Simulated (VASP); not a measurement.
A run of VASP 6.6.1 is set up as follows.

File INCAR:

```
SYSTEM = Na
PREC = Accurate
ENCUT = 520
EDIFF = 1E-7
ISMEAR = 0
SIGMA = 0.1
LREAL = .False.
LASPH = .True.
NELM = 60
ALGO = Fast
ISIF = 2
LWAVE = .False.
LCHARG = .False.
GGA = PE
NBANDS = 14
```

Contents of KPOINTS:

```
regular mesh
0
Gamma
  15 15 8
  0 0 0
```

POSCAR

```
Na
1.0
    3.7990205061      0.0000000000      0.0000000000
   -1.8995102530      3.2900482678      0.0000000000
    0.0000000000      0.0000000000      6.0216890000
Na
2
Direct
    0.3333333333      0.6666666667      0.2500000000
    0.6666666667      0.3333333333      0.7500000000
```

Potentials or basis: VASP PAW PBE potentials, release 64 (Na_pv).

Run with:

```console
$ cat potpaw_PBE.64/Na_pv/POTCAR > POTCAR
$ mpirun -np 1 vasp_std > vasp.out
```

Question: Predict the pressure.

Answer: -0.1 GPa.

Question: Predict the band gap on the k mesh.

Answer: Zero (band 7 reaches 2.29 eV, above the bottom of band 8 at -1.90 eV).

Stress tensor (GPa, compression positive):
```
-0.17  0.00  0.00
 0.00 -0.17  0.00
 0.00  0.00  0.03
```

Caveat: the cell differs from its parent crystal (strained).
